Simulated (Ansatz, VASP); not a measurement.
## SiC: VASP beside Ansatz

Contents of INCAR:

```
SYSTEM = SiC
  PREC = Accurate
  ENCUT = 520
  EDIFF = 1E-6
  ISMEAR = 0
  SIGMA = 0.05
  LREAL = .False.
  LASPH = .True.
  NELM = 60
  ALGO = Normal
  ISIF = 2
  LWAVE = .False.
  LCHARG = .False.
  GGA = PS
  NBANDS = 11
```

KPOINTS

```
regular mesh
0
Gamma
  10 10 10
  0 0 0
```

POSCAR

```
SiC
1.0
    0.0000000000      2.2328493244      2.2328493244
    2.2328493244      0.0000000000      2.2328493244
    2.2328493244      2.2328493244      0.0000000000
Si C
1 1
Direct
    0.0011779326     -0.0011779326      0.0011779326
    0.7472456717      0.7527543283      0.7472456717
```

Input for Ansatz:

```yaml
crystal:
  lattice:
    - [0.0, 2.2328493244, 2.2328493244]
    - [2.2328493244, 0.0, 2.2328493244]
    - [2.2328493244, 2.2328493244, 0.0]
  atoms:
    - { symbol: Si, position: [0.0011779326, -0.0011779326, 0.0011779326] }
    - { symbol: C, position: [0.7472456717, 0.7527543283, 0.7472456717] }
basis:
  ecutwfc: 520.0
kpoints:
  mp_grid: { grid: [10, 10, 10] }
hamiltonian:
  xc: pbesol
scf:
  occupations: { method: gaussian, width: 0.05 }
output:
  forces: true
  stress: true
  eigenvalues: true
```

Change from the starting cell: mode 6 frozen in at -0.012 Å, equal normal strain along x, y and z +0.0250.

Alike in both runs: task single point; functional PBEsol; k mesh 10 × 10 × 10; occupations gaussian, width 0.05 eV; no spin polarisation.

|  | VASP | Ansatz |
| --- | --- | --- |
| version | VASP 6.6.1 | Ansatz 0.2.0 |
| potentials or method | VASP PAW PBE potentials, release 64 (Si, C), cutoff 520 eV | scalar-relativistic, plane waves, PAW |
| valence electrons in the cell | 8 | 8 |

Ansatz gave:

```
gap on the k mesh at the Fermi level (eV)                     : 1.22
least direct gap on the mesh (eV)                             : 4.33
pressure (GPa)                                                : -14.2
traceless stress, the component that is largest in VASP (GPa) : -0.61
rms of the force components (eV/Å)                            : 0.164
```

Problem. What did VASP give for the same quantities?

Solution. gap on the k mesh at the Fermi level (eV): 1.21; least direct gap on the mesh (eV): 4.32; pressure (GPa): -13.9; traceless stress, the component that is largest in VASP (GPa): -0.62; rms of the force components (eV/Å): 0.165.

VASP's potentials were made for PBE, not for PBEsol. Atom by atom the forces differ by 0.001 eV/Å (rms over components).
